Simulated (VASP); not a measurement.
Here is a VASP 6.6.1 calculation.

File INCAR:

```
  PREC = Accurate
  ENCUT = 520
  EDIFF = 1E-7
  ISMEAR = 0
  SIGMA = 0.15
  LREAL = F
  LASPH = T
  NELM = 100
  ALGO = Fast
  ISIF = 2
  LWAVE = F
  LCHARG = F
  GGA = PE
  NBANDS = 13
```

Contents of KPOINTS:

```
regular mesh
0
Gamma
  20 20 20
```

File POSCAR:

```
W
1.0
   -1.6771650000      1.6771650000      1.5973000000
    1.6771650000     -1.6771650000      1.5973000000
    1.6771650000      1.6771650000     -1.5973000000
W
1
Direct
    0.0000000000      0.0000000000      0.0000000000
```

Potentials or basis: VASP PAW PBE potentials, release 64 (W_sv).

Launch:

```console
$ cat potpaw_PBE.64/W_sv/POTCAR > POTCAR
$ mpirun -np 1 vasp_std > vasp.out
```

Estimate the pressure.

-25.5 GPa.

What does it give for the band gap on the k mesh?

Zero (bands 7 and 8 overlap by 5.26 eV).

Stress tensor (GPa, compression positive):
```
-29.62   0.00   0.00
  0.00 -29.62   0.00
  0.00   0.00 -17.28
```

Caveat: the cell differs from its parent crystal (strain +0.050 along x and y, +0.000 along z); the cell stands under tension; spin-orbit coupling is left out, which moves the levels of the heavy elements.
